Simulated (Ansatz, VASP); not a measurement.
## Ti2Si3: VASP beside Ansatz

```
Ti Si
1.0
     3.49362    0.00000    0.00000
     0.00000    3.49362    0.00000
     0.00000    0.00000    7.18585
Ti Si
2 3
Direct
  0.00000 0.00000 0.29253
  0.00000 0.00000 0.70747
  0.50000 0.00000 0.50000
  0.00000 0.50000 0.50000
  0.00000 0.00000 0.50000
```

Alike in both runs: task relaxation of cell and atoms; functional PBE; k mesh 6 × 6 × 4; occupations gaussian, width 0.1 eV; no spin polarisation.

```csv
,VASP,Ansatz
version,VASP 6.6.1,Ansatz 0.2.0
potentials or method,"VASP PAW PBE potentials, release 64 (Ti_sv, Si), cutoff 600 eV","scalar-relativistic, plane waves, PAW"
valence electrons in the cell,36,36
```

```tsv
	VASP	Ansatz	Ansatz less VASP
gap on the k mesh at the Fermi level, each at its own relaxed structure (eV)	none	none	-
relaxed volume (Å³/atom)	27.68	27.78	+0.095
relaxed length of the cell vector where the two differ most in proportion (Å)	6.769	6.743	-0.0266
```

A gap of «none» marks a metal or a gap that the smearing closes.

Noted on VASP's run: the volume moved by over 15 % at a fixed basis, so the end points are rough.
